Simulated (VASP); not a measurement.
# BiTe (Fm-3m) in VASP: a series of runs

BiTe is run at these levels: PBEsol; tasks: vibrations by perturbation theory.

All numbers are computed with VASP 6.6.1; they aren't measurements. Logs are shortened: lines on timing, memory, paths and dates and some standing lists are left out, and cuts for length are marked.

## (1) The cell of the first run

The structure is cubic, space group Fm-3m (No. 225). The conventional cell has a = 6.401 Å, b = 6.401 Å, c = 6.401 Å, α = 90.00°, β = 90.00°, γ = 90.00°. Bi (site symmetry m-3m) has 6 Te at 3.20 Å within 4.2 Å. Within 4.2 Å of Te (site symmetry m-3m) lie 6 Bi at 3.20 Å.

## (2) Vibrations by perturbation theory, PBEsol

File INCAR:

```
PREC = Accurate
ENCUT = 520
EDIFF = 1E-8
ISMEAR = -1
SIGMA = 0.15
LREAL = False
LASPH = True
NELM = 80
ALGO = Normal
ISIF = 2
LWAVE = False
LCHARG = False
GGA = PS
NBANDS = 18
IBRION = 8
NSW = 1
```

File KPOINTS:

```
regular mesh
0
Gamma
  12 12 12
```

File POSCAR:

```
BiTe
1.0
    0.0000000000      3.2005777477      3.2005777477
    3.2005777477      0.0000000000      3.2005777477
    3.2005777477      3.2005777477      0.0000000000
Bi Te
1 1
Direct
    0.0000000000      0.0000000000      0.0000000000
    0.5000000000      0.5000000000      0.5000000000
```

Potentials or basis: VASP PAW PBE potentials, release 64 (Bi_d, Te).

Command:

```bash
$ cat potpaw_PBE.64/Bi_d/POTCAR potpaw_PBE.64/Te/POTCAR > POTCAR
$ mpirun -np 1 vasp_std > vasp.out
```

OUTCAR:

```text
PREC = Accurate
   ENCUT = 520
   EDIFF = 1E-8
   ISMEAR = -1
   LREAL = False
   LASPH = True
   NELM = 80
   ISIF = 2
   GGA = PS
   IBRION = 8
   NSW = 1

 ion  position               nearest neighbor table
   1  0.000  0.000  0.000-   2 3.20   2 3.20   2 3.20   2 3.20   2 3.20   2 3.20
   2  0.500  0.500  0.500-   1 3.20   1 3.20   1 3.20   1 3.20   1 3.20   1 3.20

  LATTYP: Found a face centered cubic cell.
 ALAT       =     6.4011554954

  Lattice vectors:

 A1 = (   0.0000000000,   3.2005777477,   3.2005777477)
 A2 = (   3.2005777477,   0.0000000000,   3.2005777477)
 A3 = (   3.2005777477,   3.2005777477,   0.0000000000)

Analysis of symmetry for initial positions (statically):
=====================================================================
 Subroutine PRICEL returns:
 Original cell was already a primitive cell.

 Routine SETGRP: Setting up the symmetry group for a
 face centered cubic supercell.

 Subroutine GETGRP returns: Found 48 space group operations
 (whereof 48 operations were pure point group operations)
 out of a pool of 48 trial point group operations.

The static configuration has the point symmetry O_h .

Analysis of symmetry for dynamics (positions and initial velocities):
=====================================================================
 Subroutine PRICEL returns:
 Original cell was already a primitive cell.

 Routine SETGRP: Setting up the symmetry group for a
 face centered cubic supercell.

 Subroutine GETGRP returns: Found 48 space group operations
 (whereof 48 operations were pure point group operations)
 out of a pool of 48 trial point group operations.

The dynamic configuration has the point symmetry O_h .

 Subroutine INISYM returns: Found 48 space group operations
 (whereof 48 operations are pure point group operations),
 and found     1 'primitive' translations

----------------------------------------------------------------------------------------

                                     Primitive cell

  volume of cell :      65.5715

  direct lattice vectors                    reciprocal lattice vectors
     0.000000000  3.200577748  3.200577748    -0.156221795  0.156221795  0.156221795
     3.200577748  0.000000000  3.200577748     0.156221795 -0.156221795  0.156221795
     3.200577748  3.200577748  0.000000000     0.156221795  0.156221795 -0.156221795

  length of vectors
     4.526300458  4.526300458  4.526300458     0.270584086  0.270584086  0.270584086

  position of ions in fractional coordinates (direct lattice)
     0.000000000  0.000000000  0.000000000
     0.500000000  0.500000000  0.500000000

  ion indices of the primitive-cell ions
   primitive index   ion index
                 1           1
                 2           2

----------------------------------------------------------------------------------------

 KPOINTS: regular mesh

Automatic generation of k-mesh.
 Grid dimensions read from file:
 generate k-points for:   12   12   12

 Generating k-lattice:

  Cartesian coordinates                     Fractional coordinates (reciprocal lattice)
    -0.013018483  0.013018483  0.013018483     0.083333333  0.000000000  0.000000000
     0.013018483 -0.013018483  0.013018483     0.000000000  0.083333333  0.000000000
     0.013018483  0.013018483 -0.013018483     0.000000000  0.000000000  0.083333333

  Length of vectors
     0.022548674  0.022548674  0.022548674

  Shift w.r.t. Gamma in fractional coordinates (k-lattice)
     0.000000000  0.000000000  0.000000000

 Subroutine IBZKPT returns following result:
[... 72 lines left out ...]
  Thomas-Fermi vector in A             =   2.256708
   LORBIT       =      0    0 simple, 1 ext, 2 COOP (PROOUT), +10 PAW based schemes
   GGA     = PS    functional components
   LHFCALC =     F    Hartree Fock is set to
   AEXX    =    0.0000 exact exchange contribution
   IVDW    =     0    specifies the selected vdW correction
   LEPSILON=     F    determine dielectric tensor
   LRPA    =     F    only Hartree local field effects (RPA)
 non-spin polarized calculation
  energy-cutoff  :      520.00
  volume of cell :       65.57
 maximum number of plane-waves:      1807
 NGX is ok and might be reduce to    36
   NGX = 17   NGY = 17   NGZ = 17

--------------------------------------- Ionic step        1  -------------------------------------------

 number of electron      21.0000004 magnetization

 Free energy of the ion-electron system (eV)
  ---------------------------------------------------
  ext. energy  EPLUGINS =         0.00000000
  ---------------------------------------------------
  free energy    TOTEN  =        -8.03841397 eV

  energy without entropy =       -7.93935723  energy(sigma->0) =       -7.98888560

 E-fermi :   6.8894     XC(G=0):  -9.7357

 val. band max:        6.8392211786   @ k =  -0.4167   0.2500   0.0833
 cond. band min:       6.8920038262   @ k =   0.3333   0.0000   0.0000
 fundamental gap:      0.0527826475
 Fermi energy:         6.8894035546

 k-point     1 :       0.0000    0.0000    0.0000
  band No.  band energies     occupation
      1     -16.1968      2.00000
      2     -16.1968      2.00000
      3     -16.1903      2.00000
      4     -16.1903      2.00000
      5     -16.1903      2.00000
      6      -6.8764      2.00000
[... 481 lines left out ...]
      5     -16.1820      2.00000
      6      -4.7896      2.00000
[... 10 lines left out ...]
     17      16.4344      0.00000
     18      17.6671      0.00000

 [... further k-points ...]

------------------------ aborting loop because EDIFF is reached ----------------------------------------

  FORCE on cell =-STRESS in cart. coord.  units (eV):
  Direction    XX          YY          ZZ          XY          YZ          ZX
  --------------------------------------------------------------------------------------
  -------------------------------------------------------------------------------------
  Total       -0.0063228     -0.0063228     -0.0063228      0.0000000      0.0000000      0.0000000
  in kB       -0.1544913     -0.1544913     -0.1544913      0.0000000      0.0000000      0.0000000
  external PRESSURE =      -0.1544913 kB  Pullay stress =       0.0000000 kB

 VOLUME and BASIS-vectors are now :
 -----------------------------------------------------------------------------
  energy-cutoff  :      520.00
  volume of cell :       65.57
      direct lattice vectors                 reciprocal lattice vectors
     0.000000000  3.200577748  3.200577748    -0.156221795  0.156221795  0.156221795
     3.200577748  0.000000000  3.200577748     0.156221795 -0.156221795  0.156221795
     3.200577748  3.200577748  0.000000000     0.156221795  0.156221795 -0.156221795

 POSITION                                       TOTAL-FORCE (eV/Angst)
 -----------------------------------------------------------------------------------
      0.00000      0.00000      0.00000         0.000000      0.000000     -0.000000
      3.20058      3.20058      3.20058        -0.000000     -0.000000      0.000000
 -----------------------------------------------------------------------------------
    total drift:                               -0.000000      0.000000      0.000000

  FREE ENERGIE OF THE ION-ELECTRON SYSTEM (eV)
  ---------------------------------------------------
  free  energy   TOTEN  =        -8.0384139712 eV

  energy  without entropy=       -7.9393572274  energy(sigma->0) =       -7.98888560

[... ionic steps 2 to 3 ...]

--------------------------------------- Ionic step        4  -------------------------------------------

------------------------ aborting loop because EDIFF is reached ----------------------------------------

[... ionic steps 5 to 6 ...]

--------------------------------------- Ionic step        7  -------------------------------------------

 Free energy of the ion-electron system (eV)
  ---------------------------------------------------
  ---------------------------------------------------
  free energy    TOTEN  =        -0.04645779 eV

  energy without entropy =       -0.04645781

------------------------ aborting loop because EDIFF is reached ----------------------------------------

 INTERNAL STRAIN TENSOR  FOR ION    2  DIRECTION 1   (eV/Angst):
 -----------------------------------------------------------------------------
     0.02785  0.00000 -0.00000
     0.00000  0.00058  0.00000
    -0.00000  0.00000  0.00058

 INTERNAL STRAIN TENSOR FOR ION    2 for displacements in x,y,z  (eV/Angst):
          X           Y           Z          XY          YZ          ZX
  --------------------------------------------------------------------------------
  x     0.00000     0.00000     0.00000     0.00000     0.00000     0.00000
  y     0.00000     0.00000     0.00000     0.00000     0.00000     0.00000
  z     0.00000     0.00000     0.00000     0.00000     0.00000     0.00000

 SECOND DERIVATIVES (NOT SYMMETRIZED)
 ------------------------------------
               1X          1Y          1Z          2X          2Y          2Z
  1X    -2.788757    0.000000    0.000000    2.788757    0.000000    0.000000
  1Y     0.000000   -2.788757    0.000000    0.000000    2.788757    0.000000
  1Z     0.000000    0.000000   -2.788757    0.000000    0.000000    2.788757
  2X     2.765777    0.000000    0.000000   -2.765777    0.000000    0.000000
  2Y     0.000000    2.765777    0.000000    0.000000   -2.765777    0.000000
  2Z     0.000000    0.000000    2.765777    0.000000    0.000000   -2.765777

 Eigenvectors and eigenvalues of the dynamical matrix
 ----------------------------------------------------

   1 f  =    2.925564 THz    18.381858 2PiTHz   97.586298 cm-1    12.099154 meV
             X         Y         Z           dx          dy          dz
      0.000000  0.000000  0.000000     0.617299    0.000000   -0.000000
      3.200578  3.200578  3.200578    -0.786729   -0.000000   -0.000000
[... 21 lines left out ...]
   6 f/i=    0.005878 THz     0.036934 2PiTHz    0.196078 cm-1     0.024311 meV
             X         Y         Z           dx          dy          dz
      0.000000  0.000000  0.000000     0.013505   -0.605042   -0.502676
      3.200578  3.200578  3.200578     0.010597   -0.474741   -0.394420

--------------------------------------------------------------------------------------------------------

 ELASTIC MODULI CONTR FROM IONIC RELAXATION (kBar)
 Direction    XX          YY          ZZ          XY          YZ          ZX
 --------------------------------------------------------------------------------
 XX           0.0000      0.0000      0.0000      0.0000      0.0000      0.0000
 YY           0.0000      0.0000      0.0000      0.0000      0.0000      0.0000
 ZZ           0.0000      0.0000      0.0000      0.0000      0.0000      0.0000
 XY           0.0000      0.0000      0.0000      0.0000      0.0000      0.0000
 YZ           0.0000      0.0000      0.0000      0.0000      0.0000      0.0000
 ZX           0.0000      0.0000      0.0000      0.0000      0.0000      0.0000
 --------------------------------------------------------------------------------
```

Run time: 11 min. Hardware: 1 thread of Intel Xeon 6975P-C, shared host; peak memory 0.56 GiB.

Results:

```yaml
Highest_phonon_frequency_at_Γ_LO-TO_splitting_left_out: 98 cm⁻¹
```

Phonon frequencies in cm⁻¹ (negative: imaginary):
| q point | frequencies |
| --- | --- |
| (0.000, 0.000, 0.000) | 0 0 0 98 98 98 |

Caveat: the PAW data sets were made with another functional, which shifts forces and pressure a little; spin-orbit coupling is left out, which moves the levels of the heavy elements.

## (3) Vibrations by perturbation theory, PBEsol

File INCAR:

```
ALGO     = Normal         # electronic algorithm
EDIFF    = 1E-8           # SCF threshold, eV
ENCUT    = 520            # plane-wave cutoff, eV
GGA      = PS             # functional
IBRION   = 8              # ionic algorithm
ISIF     = 2              # what is computed and relaxed
ISMEAR   = -1             # smearing method
LASPH    = True           # aspherical terms in the spheres
LCHARG   = False          # write CHGCAR
LREAL    = False          # projectors in reciprocal space
LWAVE    = False          # write WAVECAR
NELM     = 80             # most SCF steps
NSW      = 1              # ionic steps
PREC     = Accurate       # precision mode
SIGMA    = 0.15           # smearing width, eV
```

File KPOINTS:

```
k-points
0
Gamma
  5 5 5
```

File POSCAR:

```
BiTe
1.0
    0.0000000000      3.2005777672      3.2005777672
    3.2005777672      0.0000000000      3.2005777672
    3.2005777672      3.2005777672      0.0000000000
Bi Te
1 1
Direct
    0.0000000000      0.0000000000      0.0000000000
    0.5000000000      0.5000000000      0.5000000000
```

Potentials or basis: VASP PAW PBE potentials, release 64 (Bi_d, Te).

Command:

```bash
$ cat potpaw_PBE.64/Bi_d/POTCAR potpaw_PBE.64/Te/POTCAR > POTCAR
$ mpirun -np 1 vasp_std > vasp.out
```

OUTCAR:

```text
EDIFF = 1E-8
   ENCUT = 520
   GGA = PS
   IBRION = 8
   ISIF = 2
   ISMEAR = -1
   LASPH = True
   LREAL = False
   NELM = 80
   NSW = 1
   PREC = Accurate

 ion  position               nearest neighbor table
   1  0.000  0.000  0.000-   2 3.20   2 3.20   2 3.20   2 3.20   2 3.20   2 3.20
   2  0.500  0.500  0.500-   1 3.20   1 3.20   1 3.20   1 3.20   1 3.20   1 3.20

  LATTYP: Found a face centered cubic cell.
 ALAT       =     6.4011555344

  Lattice vectors:

[... 408 lines left out ...]
               1X          1Y          1Z          2X          2Y          2Z
  1X    -3.658228    0.000000    0.000000    3.658228    0.000000    0.000000
  1Y     0.000000   -3.658228    0.000000    0.000000    3.658228    0.000000
  1Z     0.000000    0.000000   -3.658228    0.000000    0.000000    3.658228
  2X     3.635446    0.000000    0.000000   -3.635446    0.000000    0.000000
  2Y     0.000000    3.635446    0.000000    0.000000   -3.635446    0.000000
  2Z     0.000000    0.000000    3.635446    0.000000    0.000000   -3.635446

 Eigenvectors and eigenvalues of the dynamical matrix
 ----------------------------------------------------

   1 f  =    3.352832 THz    21.066465 2PiTHz  111.838441 cm-1    13.866193 meV
             X         Y         Z           dx          dy          dz
      0.000000  0.000000  0.000000     0.000000    0.616911    0.000000
      3.200578  3.200578  3.200578     0.000000   -0.787033    0.000000
[... 21 lines left out ...]
   6 f/i=    0.005085 THz     0.031948 2PiTHz    0.169609 cm-1     0.021029 meV
             X         Y         Z           dx          dy          dz
      0.000000  0.000000  0.000000     0.000000    0.000000    0.787033
      3.200578  3.200578  3.200578     0.000000    0.000000    0.616911

--------------------------------------------------------------------------------------------------------

 ELASTIC MODULI CONTR FROM IONIC RELAXATION (kBar)
 Direction    XX          YY          ZZ          XY          YZ          ZX
 --------------------------------------------------------------------------------
 XX           0.0000      0.0000      0.0000      0.0000      0.0000      0.0000
 YY           0.0000      0.0000      0.0000      0.0000      0.0000      0.0000
 ZZ           0.0000      0.0000      0.0000      0.0000      0.0000      0.0000
 XY           0.0000      0.0000      0.0000      0.0000      0.0000      0.0000
 YZ           0.0000      0.0000      0.0000      0.0000      0.0000      0.0000
 ZX           0.0000      0.0000      0.0000      0.0000      0.0000      0.0000
 --------------------------------------------------------------------------------
```

stdout:

```text
POSCAR found type information on POSCAR BiTe
 POSCAR found :  2 types and       2 ions
 scaLAPACK will be used
 -----------------------------------------------------------------------------
|                                                                             |
|                                                                             |
|     You enforced a specific xc type in the INCAR file but a different       |
|     I HOPE YOU KNOW WHAT YOU ARE DOING!                                     |
|                                                                             |
 -----------------------------------------------------------------------------

 LDA part: xc-table for (Slater+PW92), standard interpolation
 POSCAR, INCAR and KPOINTS ok, starting setup
 FFT: planning ... GRIDC
 FFT: planning ... GRID_SOFT
 FFT: planning ... GRID
 WAVECAR not read
 entering main loop
 Linear response reoptimize wavefunctions to high precision
 Linear response DOF=           2
 Linear response progress:
 first order change of Fermi-energy   0.25934E-03
 force on displaced ion       1 direction 1 :  -3.658   0.000   0.000
 Linear response progress:
 first order change of Fermi-energy  -0.27916E-03
 force on displaced ion       2 direction 1 :  -3.635   0.000   0.000
 Linear response finished
```

Run time: 3.5 min. Hardware: 1 thread of AMD EPYC 7R13, shared host; peak memory 0.23 GiB.

What came out:

```yaml
Highest_phonon_frequency_at_Γ_LO-TO_splitting_left_out: 112 cm⁻¹
```

Phonon frequencies in cm⁻¹ (negative: imaginary):
```
              q point        frequencies
(0.000, 0.000, 0.000)  0 0 0 112 112 112
```

Caveat: the PAW data sets were made with another functional, which shifts forces and pressure a little; spin-orbit coupling is left out, which moves the levels of the heavy elements.
